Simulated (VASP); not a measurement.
# Cu2Ni (P-6m2) in VASP: a series of runs

Runs on Cu2Ni. Level: PBE. Tasks: single point.

Everything below comes from runs of VASP 6.6.1. Logs are shortened: lines on timing, memory, paths and dates and some standing lists are left out, and cuts for length are marked.

**1. The cell of the first run**

It takes space group P-6m2 (No. 187, hexagonal). The conventional cell has a = 2.523 Å, b = 2.523 Å, c = 12.553 Å, α = 90.00°, β = 90.00°, γ = 120.00°. Cu (site symmetry 3m) has 9 Cu at 2.52 to 2.58 Å and 3 Ni at 2.53 Å within 3.3 Å. Within 3.3 Å of Cu (site symmetry -6m2) lie 6 Cu at 2.52 Å and 6 Ni at 2.54 Å. Cu (site symmetry -6m2) has 12 Cu at 2.52 to 2.58 Å within 3.3 Å. Ni (site symmetry 3m) has 6 Ni at 2.52 Å and 6 Cu at 2.53 to 2.54 Å within 3.3 Å.

**2. Single point, PBE**

INCAR reads:

```
PREC = Accurate
ENCUT = 520
EDIFF = 1E-6
ISMEAR = 0
SIGMA = 0.1
LREAL = False
LASPH = True
NELM = 80
ALGO = Normal
ISIF = 2
LWAVE = False
LCHARG = True
GGA = PE
LELF = True
LVHAR = True
NBANDS = 41
```

KPOINTS reads:

```
Automatic mesh
0
Gamma
  6 6 2
```

POSCAR reads:

```
Cu2Ni
1.0
    2.5231798000      0.0000000000      0.0000000000
   -1.2615899000      2.1851378000      0.0000000000
    0.0000000000      0.0000000000     12.5531938000
Cu Ni
4 2
Direct
    0.3333333000      0.6666667000      0.8302840000
    0.3333333000      0.6666667000      0.1697160000
    0.3333333000      0.6666667000      0.5000000000
    0.6666667000      0.3333333000      0.0000000000
    0.6666667000      0.3333333000      0.3345250000
    0.6666667000      0.3333333000      0.6654750000
```

Potentials or basis: VASP PAW PBE potentials, release 64 (Cu, Ni).

Command:

```
$ cat potpaw_PBE.64/Cu/POTCAR potpaw_PBE.64/Ni/POTCAR > POTCAR
$ mpirun -np 1 vasp_std > vasp.out
```

OUTCAR:

```text
PREC = Accurate
   ENCUT = 520
   EDIFF = 1E-6
   ISMEAR = 0
   LREAL = False
   LASPH = True
   NELM = 80
   ISIF = 2
   GGA = PE

 ion  position               nearest neighbor table
   1  0.333  0.667  0.830-   6 2.53   6 2.53   6 2.53   4 2.58   4 2.58   4 2.58
   2  0.333  0.667  0.170-   5 2.53   5 2.53   5 2.53   4 2.58   4 2.58   4 2.58
   3  0.333  0.667  0.500-   5 2.54   6 2.54   5 2.54   6 2.54   5 2.54   6 2.54
   4  0.667  0.333  0.000-   1 2.58   2 2.58   1 2.58   2 2.58   1 2.58   2 2.58
   5  0.667  0.333  0.335-   2 2.53   2 2.53   2 2.53   3 2.54   3 2.54   3 2.54
   6  0.667  0.333  0.665-   1 2.53   1 2.53   1 2.53   3 2.54   3 2.54   3 2.54

  LATTYP: Found a hexagonal cell.
 ALAT       =     2.5231798000
 C/A-ratio  =     4.9751483426

  Lattice vectors:

 A1 = (   2.5231798000,   0.0000000000,   0.0000000000)
 A2 = (  -1.2615899000,   2.1851378000,   0.0000000000)
 A3 = (   0.0000000000,   0.0000000000,  12.5531938000)

Analysis of symmetry for initial positions (statically):
=====================================================================
 Subroutine PRICEL returns:
 Original cell was already a primitive cell.

 Routine SETGRP: Setting up the symmetry group for a
 hexagonal supercell.

 Subroutine GETGRP returns: Found 12 space group operations
 (whereof 12 operations were pure point group operations)
 out of a pool of 24 trial point group operations.

The static configuration has the point symmetry D_3h.

Analysis of symmetry for dynamics (positions and initial velocities):
=====================================================================
 Subroutine PRICEL returns:
 Original cell was already a primitive cell.

 Routine SETGRP: Setting up the symmetry group for a
 hexagonal supercell.

 Subroutine GETGRP returns: Found 12 space group operations
 (whereof 12 operations were pure point group operations)
 out of a pool of 24 trial point group operations.

The dynamic configuration has the point symmetry D_3h.

 Subroutine INISYM returns: Found 12 space group operations
 (whereof 12 operations are pure point group operations),
 and found     1 'primitive' translations

----------------------------------------------------------------------------------------

                                     Primitive cell

  volume of cell :      69.2120

  direct lattice vectors                    reciprocal lattice vectors
     2.523179800  0.000000000  0.000000000     0.396325303  0.228818521  0.000000000
    -1.261589900  2.185137800  0.000000000     0.000000000  0.457637042  0.000000000
     0.000000000  0.000000000 12.553193800     0.000000000  0.000000000  0.079661002

  length of vectors
     2.523179800  2.523179796 12.553193800     0.457637042  0.457637042  0.079661002

  position of ions in fractional coordinates (direct lattice)
     0.333333300  0.666666700  0.830284000
     0.333333300  0.666666700  0.169716000
     0.333333300  0.666666700  0.500000000
     0.666666700  0.333333300  0.000000000
     0.666666700  0.333333300  0.334525000
     0.666666700  0.333333300  0.665475000

  ion indices of the primitive-cell ions
   primitive index   ion index
                 1           1
                 2           2
                 3           3
                 4           4
                 5           5
                 6           6

----------------------------------------------------------------------------------------

 KPOINTS: Automatic mesh

Automatic generation of k-mesh.
 Grid dimensions read from file:
 generate k-points for:    6    6    2

 Generating k-lattice:

  Cartesian coordinates                     Fractional coordinates (reciprocal lattice)
     0.066054217  0.038136420  0.000000000     0.166666667  0.000000000  0.000000000
     0.000000000  0.076272840  0.000000000     0.000000000  0.166666667  0.000000000
     0.000000000  0.000000000  0.039830501     0.000000000  0.000000000  0.500000000

  Length of vectors
     0.076272840  0.076272840  0.039830501

  Shift w.r.t. Gamma in fractional coordinates (k-lattice)
     0.000000000  0.000000000  0.000000000

 Subroutine IBZKPT returns following result:
 ===========================================

 Found     14 irreducible k-points:

 Following reciprocal coordinates:
            Coordinates               Weight
  0.000000  0.000000  0.000000      1.000000
  0.166667  0.000000  0.000000      6.000000
  0.333333  0.000000  0.000000      6.000000
  0.500000  0.000000  0.000000      3.000000
  0.166667  0.166667  0.000000      6.000000
  0.333333  0.166667  0.000000     12.000000
  0.333333  0.333333  0.000000      2.000000
  0.000000  0.000000  0.500000      1.000000
  0.166667  0.000000  0.500000      6.000000
  0.333333  0.000000  0.500000      6.000000
  0.500000  0.000000  0.500000      3.000000
  0.166667  0.166667  0.500000      6.000000
  0.333333  0.166667  0.500000     12.000000
  0.333333  0.333333  0.500000      2.000000
   k-points           NKPTS =     14   k-points in BZ     NKDIM =     14   number of bands    NBANDS=     41
   number of dos      NEDOS =    301   number of ions     NIONS =      6
   total plane-waves  NPLWV =  38400
   dimension x,y,z NGX =    20 NGY =   20 NGZ =   96
   dimension x,y,z NGXF=    40 NGYF=   40 NGZF=  192
   ions per type =               4   2
   NGX,Y,Z   is equivalent  to a cutoff of  13.18, 13.18, 12.71 a.u.
   NGXF,Y,Z  is equivalent  to a cutoff of  26.35, 26.35, 25.43 a.u.
 SYSTEM =  unknown system
   PREC   = accura    normal or accurate (medium, high low for compatibility)
   ISTART =      0    job   : 0-new  1-cont  2-samecut
   ICHARG =      2    charge: 1-file 2-atom 10-const
   ISPIN  =      1    spin polarized calculation?
   LNONCOLLINEAR =      F non collinear calculations
   LSORBIT =      F    spin-orbit coupling
   LASPH  =      T    aspherical Exc in radial PAW
   ENCUT  =  520.0 eV  38.22 Ry    6.18 a.u.   4.69  4.69 23.34*2*pi/ulx,y,z
   NELM   =     80;   NELMIN=  2; NELMDL= -5     # of ELM steps
   EDIFF  = 0.1E-05   stopping-criterion for ELM
   LREAL  =      F    real-space projection
[... 7 lines left out ...]
   TEBEG  =    0.0;   TEEND  =   0.0 temperature during run
   PSTRESS=    0.0 pullay stress
   NELECT =      64.0000    total number of electrons
   NUPDOWN=      -1.0000    fix difference up-down
   EMIN   =  10.00;   EMAX   =-10.00  energy-range for DOS
   EFERMI =   0.00;   METHOD = LEGACY
   ISMEAR =     0;   SIGMA  =   0.10  broadening in eV -4-tet -1-fermi 0-gaus
   EFERMI_NEDOS =   21; number of points for ismear=-14 and -15
   IALGO  =     38    algorithm
   IMIX   =      4    mixing-type and parameters
     AMIX     =   0.40;   BMIX     =  1.00
     AMIX_MAG =   1.60;   BMIX_MAG =  1.00
  volume/ion in A,a.u.               =      11.54        77.84
  Fermi-wavevector in a.u.,A,eV,Ry     =   1.594928  3.013977 34.610434  2.543795
  Thomas-Fermi vector in A             =   2.692926
   LORBIT       =      0    0 simple, 1 ext, 2 COOP (PROOUT), +10 PAW based schemes
   GGA     = PE    functional components
   LHFCALC =     F    Hartree Fock is set to
   AEXX    =    0.0000 exact exchange contribution
   IVDW    =     0    specifies the selected vdW correction
   LEPSILON=     F    determine dielectric tensor
   LRPA    =     F    only Hartree local field effects (RPA)
 non-spin polarized calculation
 Gauss-broadening in eV      SIGMA  =   0.10
  energy-cutoff  :      520.00
  volume of cell :       69.21
 maximum number of plane-waves:      1894
 NGX is ok and might be reduce to    20
   NGX =  9   NGY =  9   NGZ = 47

 number of electron      63.9999983 magnetization

 Free energy of the ion-electron system (eV)
  ---------------------------------------------------
  ext. energy  EPLUGINS =         0.00000000
  ---------------------------------------------------
  free energy    TOTEN  =       -25.76165458 eV

  energy without entropy =      -25.74442227  energy(sigma->0) =      -25.75303843

 E-fermi :   8.0687     XC(G=0): -12.8722

 val. band max:        7.9501667397   @ k =   0.1667   0.0000   0.0000
 cond. band min:       8.0695220778   @ k =   0.5000   0.0000   0.0000
 fundamental gap:      0.1193553381
 Fermi energy:         8.0686843857

 k-point     1 :       0.0000    0.0000    0.0000
  band No.  band energies     occupation
      1      -1.2061      2.00000
      2      -0.1914      2.00000
      3      -0.0732      2.00000
      4       2.0576      2.00000
      5       2.3921      2.00000
      6       3.2052      2.00000
[... 33 lines left out ...]
     40      24.8605      0.00000
     41      25.0053      0.00000

 k-point     2 :       0.1667    0.0000    0.0000
  band No.  band energies     occupation
      1      -0.2999      2.00000
      2       0.6736      2.00000
      3       0.7833      2.00000
      4       2.7507      2.00000
      5       3.0306      2.00000
      6       3.6643      2.00000
[... 33 lines left out ...]
     40      22.9166      0.00000
     41      23.9679      0.00000

 k-point     3 :       0.3333    0.0000    0.0000
  band No.  band energies     occupation
      1       1.9825      2.00000
      2       2.6482      2.00000
      3       2.6548      2.00000
      4       3.5168      2.00000
      5       3.6252      2.00000
      6       3.8833      2.00000
[... 33 lines left out ...]
     40      16.8097      0.00000
     41      18.6688      0.00000

 k-point     4 :       0.5000    0.0000    0.0000
  band No.  band energies     occupation
      1       3.0428      2.00000
      2       3.1374      2.00000
      3       3.3556      2.00000
      4       3.4972      2.00000
      5       3.6985      2.00000
      6       3.8244      2.00000
[... 33 lines left out ...]
     40      14.7524      0.00000
     41      16.3721      0.00000

 k-point     5 :       0.1667    0.1667    0.0000
  band No.  band energies     occupation
      1       1.3514      2.00000
      2       2.1793      2.00000
      3       2.2458      2.00000
      4       3.6847      2.00000
      5       3.7056      2.00000
      6       4.0177      2.00000
[... 33 lines left out ...]
     40      19.4937      0.00000
     41      19.6178      0.00000

 k-point     6 :       0.3333    0.1667    0.0000
  band No.  band energies     occupation
      1       3.2711      2.00000
      2       3.4354      2.00000
      3       3.6537      2.00000
      4       3.8144      2.00000
      5       3.9050      2.00000
      6       4.0205      2.00000
[... 33 lines left out ...]
     40      16.1632      0.00000
     41      16.7472      0.00000

 k-point     7 :       0.3333    0.3333    0.0000
  band No.  band energies     occupation
      1       3.9161      2.00000
      2       4.0076      2.00000
      3       4.0691      2.00000
      4       4.1050      2.00000
      5       4.1774      2.00000
      6       4.3425      2.00000
[... 33 lines left out ...]
     40      15.6218      0.00000
     41      15.9952      0.00000

 k-point     8 :       0.0000    0.0000    0.5000
  band No.  band energies     occupation
      1      -1.0969      2.00000
      2      -0.7085      2.00000
      3       0.8023      2.00000
      4       1.1724      2.00000
      5       2.8176      2.00000
      6       3.1782      2.00000
[... 33 lines left out ...]
     40      20.9538      0.00000
     41      28.9662      0.00000

 k-point     9 :       0.1667    0.0000    0.5000
  band No.  band energies     occupation
      1      -0.2006      2.00000
      2       0.1892      2.00000
      3       1.6039      2.00000
      4       1.9419      2.00000
      5       3.3547      2.00000
      6       3.6987      2.00000
[... 33 lines left out ...]
     40      21.5980      0.00000
     41      22.9877      0.00000

 k-point    10 :       0.3333    0.0000    0.5000
  band No.  band energies     occupation
      1       2.0210      2.00000
      2       2.3877      2.00000
      3       3.0649      2.00000
      4       3.2033      2.00000
      5       3.7231      2.00000
      6       3.9103      2.00000
[... 33 lines left out ...]
     40      16.9978      0.00000
     41      17.5905      0.00000

 k-point    11 :       0.5000    0.0000    0.5000
  band No.  band energies     occupation
      1       3.0462      2.00000
      2       3.1503      2.00000
      3       3.3406      2.00000
      4       3.4803      2.00000
      5       3.6595      2.00000
      6       3.7542      2.00000
[... 33 lines left out ...]
     40      15.3815      0.00000
     41      15.7634      0.00000

 k-point    12 :       0.1667    0.1667    0.5000
  band No.  band energies     occupation
      1       1.4207      2.00000
      2       1.8032      2.00000
      3       2.8714      2.00000
      4       3.0714      2.00000
      5       3.9603      2.00000
      6       4.1052      2.00000
[... 33 lines left out ...]
     40      19.6956      0.00000
     41      20.0929      0.00000

 k-point    13 :       0.3333    0.1667    0.5000
  band No.  band energies     occupation
      1       3.2696      2.00000
      2       3.4332      2.00000
      3       3.6892      2.00000
      4       3.7730      2.00000
      5       3.8784      2.00000
      6       4.0230      2.00000
[... 33 lines left out ...]
     40      15.7785      0.00000
     41      17.6516      0.00000

 k-point    14 :       0.3333    0.3333    0.5000
  band No.  band energies     occupation
      1       3.9184      2.00000
      2       4.0081      2.00000
      3       4.0708      2.00000
      4       4.1027      2.00000
      5       4.1750      2.00000
      6       4.3324      2.00000
[... 33 lines left out ...]
     40      14.4003      0.00000
     41      15.4890      0.00000

------------------------ aborting loop because EDIFF is reached ----------------------------------------

  FORCE on cell =-STRESS in cart. coord.  units (eV):
  Direction    XX          YY          ZZ          XY          YZ          ZX
  --------------------------------------------------------------------------------------
  -------------------------------------------------------------------------------------
  Total        0.0487380      0.0487380      0.2880006      0.0000000     -0.0000000      0.0000000
  in kB        1.1282274      1.1282274      6.6668823      0.0000000     -0.0000000      0.0000000
  external PRESSURE =       2.9744457 kB  Pullay stress =       0.0000000 kB

 VOLUME and BASIS-vectors are now :
 -----------------------------------------------------------------------------
  energy-cutoff  :      520.00
  volume of cell :       69.21
      direct lattice vectors                 reciprocal lattice vectors
     2.523179800  0.000000000  0.000000000     0.396325303  0.228818521  0.000000000
    -1.261589900  2.185137800  0.000000000     0.000000000  0.457637042  0.000000000
     0.000000000  0.000000000 12.553193800     0.000000000  0.000000000  0.079661002

 POSITION                                       TOTAL-FORCE (eV/Angst)
 -----------------------------------------------------------------------------------
     -0.00000      1.45676     10.42272         0.000000      0.000000     -0.068505
     -0.00000      1.45676      2.13048         0.000000     -0.000000      0.068505
     -0.00000      1.45676      6.27660        -0.000000     -0.000000      0.000000
      1.26159      0.72838      0.00000        -0.000000      0.000000      0.000000
      1.26159      0.72838      4.19936        -0.000000     -0.000000     -0.049315
      1.26159      0.72838      8.35384        -0.000000      0.000000      0.049315
 -----------------------------------------------------------------------------------
    total drift:                                0.000030     -0.000017      0.000000

  FREE ENERGIE OF THE ION-ELECTRON SYSTEM (eV)
  ---------------------------------------------------
  free  energy   TOTEN  =       -25.7616545826 eV

  energy  without entropy=      -25.7444222705  energy(sigma->0) =      -25.75303843
```

It took 2.2 min on 1 thread of Intel Xeon 8259CL, shared host; peak memory 0.16 GiB.

Results:

* Free energy: -25.7617 eV
* Pressure: 0.3 GPa
* Largest force: 0.069 eV/Å
* Band gap on the k mesh: zero (bands 32 and 33 overlap by 4.14 eV)

Forces on the atoms (eV/Å):
```
Cu   0.000  0.000 -0.069
Cu   0.000  0.000  0.069
Cu   0.000  0.000  0.000
Cu   0.000  0.000  0.000
Ni   0.000  0.000 -0.049
Ni   0.000  0.000  0.049
```

Stress tensor (GPa, compression positive):
```
0.11 0.00 0.00
0.00 0.11 0.00
0.00 0.00 0.67
```

Caveat: the k points lie up to 0.48 Å⁻¹ apart, too coarse for converged energies and pressures of a metal. Spin polarisation is off, so any magnetic state and its effect on volume and gap are missing.

(Continued in part 2 of 2.)

The gap in the log of VASP goes by the Fermi energy; the results here count the filled bands.